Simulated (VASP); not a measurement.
Set up this calculation in VASP 6.6.1, as the native input.

```
Task                   : single point
Functional             : r2SCAN
Potentials or basis    : VASP PAW PBE potentials, release 64 (Al, Cu)
Cutoff                 : 520 eV
k mesh                 : 10 × 10 × 14
Occupations            : gaussian, width 0.1 eV
Spin                   : no spin polarisation
Dipole correction      : no
Further INCAR settings : ALGO = Normal; EDIFF = 1e-07; NBANDS = 16
```

The system is Al2Cu.

```
Al Cu
1.0
     4.10518    0.00000    0.00000
     0.00000    4.10518    0.00000
     0.00000    0.00000    2.89131
Al Cu
2 1
Direct
  0.50000 0.00000 0.50000
  0.00000 0.50000 0.50000
  0.00000 0.00000 0.00000
```

These files were run (other wordings do the same):

POSCAR

```
Al2Cu
1.0
    4.1051820000      0.0000000000      0.0000000000
    0.0000000000      4.1051820000      0.0000000000
    0.0000000000      0.0000000000      2.8913130000
Al Cu
2 1
Direct
    0.5000000000      0.0000000000      0.5000000000
    0.0000000000      0.5000000000      0.5000000000
    0.0000000000      0.0000000000      0.0000000000
```

INCAR.step1

```
  PREC = Accurate
  ENCUT = 520
  ISMEAR = 0
  SIGMA = 0.1
  LREAL = F
  LASPH = T
  NELM = 100
  NBANDS = 16
  GGA = PE
  ALGO = Normal
  EDIFF = 1E-4
  LWAVE = T
  LCHARG = F
```

INCAR.step2

```
  PREC = Accurate
  ENCUT = 520
  EDIFF = 1E-7
  ISMEAR = 0
  SIGMA = 0.1
  LREAL = F
  LASPH = T
  NELM = 100
  ALGO = Normal
  ISIF = 2
  LWAVE = F
  LCHARG = F
  METAGGA = R2SCAN
  LMIXTAU = T
  NBANDS = 16
  ISTART = 1
```

KPOINTS

```
Automatic mesh
0
Gamma
  10 10 14
```

Potentials or basis: VASP PAW PBE potentials, release 64 (Al, Cu).

Command:

```bash
$ cat potpaw_PBE.64/Al/POTCAR potpaw_PBE.64/Cu/POTCAR > POTCAR
$ cp INCAR.step1 INCAR
$ mpirun -np 1 vasp_std > vasp.out
$ cp INCAR.step2 INCAR
$ mpirun -np 1 vasp_std > vasp.out
```

It gave:

```json
{
 "Pressure": "-2.2 GPa"
}
```

Caveat: the PAW data sets were made with another functional, which shifts forces and pressure a little.

Run time: 13 min on 1 thread of AMD EPYC 7R13, with other jobs on the host, peak memory 0.24 GiB.
